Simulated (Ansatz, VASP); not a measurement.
Al4CoNi3: VASP beside Ansatz

Contents of INCAR:

```
SYSTEM = Al4CoNi3
ALGO     = Normal         ! electronic algorithm
EDIFF    = 1E-7           ! SCF threshold, eV
ENCUT    = 520            ! plane-wave cutoff, eV
GGA      = PE             ! functional
ISIF     = 2              ! what is computed and relaxed
ISMEAR   = 0              ! smearing method
ISPIN    = 2              ! spin polarisation
LASPH    = .True.         ! aspherical terms in the spheres
LCHARG   = .False.        ! write CHGCAR
LMAXMIX  = 4              ! l up to which the mixer works
LORBIT   = 11             ! projections on sites
LREAL    = .False.        ! projectors in reciprocal space
LWAVE    = .False.        ! write WAVECAR
MAGMOM   = 0 0 0 0 0 0.15 0 0.66 ! initial moments
NBANDS   = 40             ! bands
NELM     = 150            ! most SCF steps
PREC     = Accurate       ! precision mode
SIGMA    = 0.2            ! smearing width, eV
```

Contents of KPOINTS:

```
k-points
0
Gamma
  6 6 4
  0 0 0
```

File POSCAR:

```
Al4CoNi3
1.0
    4.0831348000      0.0000000000      0.0000000000
    0.0000000000      4.0831348000      0.0000000000
    0.0000000000      0.0000000000      5.7670757000
Al Ni Co
4 3 1
Direct
    0.0000000000      0.5000000000      0.7486610000
    0.0000000000      0.5000000000      0.2513390000
    0.5000000000      0.0000000000      0.7486610000
    0.5000000000      0.0000000000      0.2513390000
    0.0000000000      0.0000000000      0.0000000000
    0.0000000000      0.0000000000      0.5000000000
    0.5000000000      0.5000000000      0.0000000000
    0.5000000000      0.5000000000      0.5000000000
```

Input for Ansatz:

```yaml
crystal:
  lattice:
    - [4.0831348, 0.0, 0.0]
    - [0.0, 4.0831348, 0.0]
    - [0.0, 0.0, 5.7670757]
  atoms:
    - { symbol: Al, position: [0.0, 0.5, 0.748661] }
    - { symbol: Al, position: [0.0, 0.5, 0.251339] }
    - { symbol: Al, position: [0.5, 0.0, 0.748661] }
    - { symbol: Al, position: [0.5, 0.0, 0.251339] }
    - { symbol: Ni, position: [0.0, 0.0, 0.0] }
    - { symbol: Ni, position: [0.0, 0.0, 0.5], spin: 0.15 }
    - { symbol: Ni, position: [0.5, 0.5, 0.0] }
    - { symbol: Co, position: [0.5, 0.5, 0.5], spin: 0.66 }
basis:
  ecutwfc: 420
kpoints:
  mp_grid: { grid: [6, 6, 4] }
hamiltonian:
  xc: pbe
scf:
  occupations: { method: gaussian, width: 0.2 }
  lower_state_search: "off"
output:
  forces: true
  stress: true
  eigenvalues: true
  populations: true
magnetization:
  spin_polarized: true
```

Alike in both runs: task single point; functional PBE; k mesh 6 × 6 × 4; occupations gaussian, width 0.2 eV; collinear spin.

```csv
,VASP,Ansatz
version,VASP 6.6.1,Ansatz 0.2.0
potentials or method,"VASP PAW PBE potentials, release 64 (Al, Ni, Co), cutoff 520 eV","scalar-relativistic, plane waves, PAW"
valence electrons in the cell,51,83
```

VASP gave:

```
gap on the k mesh at the Fermi level (eV)                     : none
pressure (GPa)                                                : 0.0
traceless stress, the component that is largest in VASP (GPa) : 0.43
rms of the force components (eV/Å)                            : 0.009
net moment per atom (μB)                                      : 0.09
size of the moment on the site where the two differ most (μB) : 0.54
```

Task: Estimate Ansatz's values.

Result: gap on the k mesh at the Fermi level (eV): none; pressure (GPa): 0.1; traceless stress, the component that is largest in VASP (GPa): 0.41; rms of the force components (eV/Å): 0.006; net moment per atom (μB): 0.10; size of the moment on the site where the two differ most (μB): 0.57.

Site moments also hang on the region over which each program counts them. Atom by atom the forces differ by 0.004 eV/Å (rms over components). A gap of «none» marks a metal or a gap that the smearing closes. VASP's potentials hold 51 valence electrons a cell and Ansatz's 83, so a difference there can come from the potentials and not from the codes.
